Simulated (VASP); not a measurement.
MgH2, 6 atoms in the cell. It takes space group Cmc2_1 (No. 36, orthorhombic). Conventional cell: a = 4.839 Å, b = 4.856 Å, c = 4.725 Å, α = 90.00°, β = 90.00°, γ = 90.00°. Within 2.6 Å of Mg (site symmetry m) lie 8 H at 1.95 to 2.24 Å. Within 2.6 Å of H (site symmetry 1) lie 4 Mg at 1.95 to 2.24 Å and 6 H at 2.40 to 2.44 Å. 

```yaml
Program: VASP 6.6.1
Task: single point
Functional: PBE
Potentials_or_basis: VASP PAW PBE potentials, release 64 (Mg, H)
Cutoff: 520 eV
k_mesh: 6 × 6 × 4
Occupations: gaussian, width 0.1 eV
Spin: no spin polarisation
Dipole_correction: no
Further_INCAR_settings: ALGO = Normal; EDIFF = 1e-07; NBANDS = 13
```

Potentials or basis: VASP PAW PBE potentials, release 64 (Mg, H).

The run is started by

```bash
$ cat potpaw_PBE.64/Mg/POTCAR potpaw_PBE.64/H/POTCAR > POTCAR
$ mpirun -np 1 vasp_std > vasp.out
```

Hardware: 1 thread of Intel(R) Xeon(R) Platinum 8375C CPU @ 2.90GHz (Ice Lake) (shared host).

Question: Estimate the wall time of this run.

Answer: Run time: 17 s on 1 thread of Intel(R) Xeon(R) Platinum 8375C CPU @ 2.90GHz (Ice Lake), with other jobs on the host, peak memory 0.18 GiB. Counts: scf iterations 12, k points 39.
